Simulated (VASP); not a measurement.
Here is a VASP 6.6.1 calculation.

File INCAR:

```
SYSTEM = K
ALGO     = Fast           ! electronic algorithm
EDIFF    = 1E-6           ! SCF threshold, eV
ENCUT    = 520            ! plane-wave cutoff, eV
GGA      = PE             ! functional
ISIF     = 2              ! what is computed and relaxed
ISMEAR   = 0              ! smearing method
LASPH    = .TRUE.         ! aspherical terms in the spheres
LCHARG   = .FALSE.        ! write CHGCAR
LREAL    = .FALSE.        ! projectors in reciprocal space
LWAVE    = .FALSE.        ! write WAVECAR
NBANDS   = 10             ! bands
NELM     = 80             ! most SCF steps
PREC     = Accurate       ! precision mode
SIGMA    = 0.15           ! smearing width, eV
```

The input KPOINTS:

```
k-points
0
G
  14 14 14
  0 0 0
```

Contents of POSCAR:

```
K
1.0
   -2.8470750000      2.8470750000      2.6180000000
    2.8470750000     -2.8470750000      2.6180000000
    2.8470750000      2.8470750000     -2.6180000000
K
1
Direct
    0.0000000000      0.0000000000      0.0000000000
```

Potentials or basis: VASP PAW PBE potentials, release 64 (K_sv).

Launch:

```console
$ cat potpaw_PBE.64/K_sv/POTCAR > POTCAR
$ mpirun -np 1 vasp_std > vasp.out
```

(1) What does it give for the band gap on the k mesh?

(2) Estimate the pressure.

Results:

(1) zero (an odd number of electrons rules out a gap without spin polarisation).

(2) -0.4 GPa.

Caveat: the cell differs from its parent crystal (strain +0.0875 x Voigt [1, 1, 0, 0, 0, 0]).
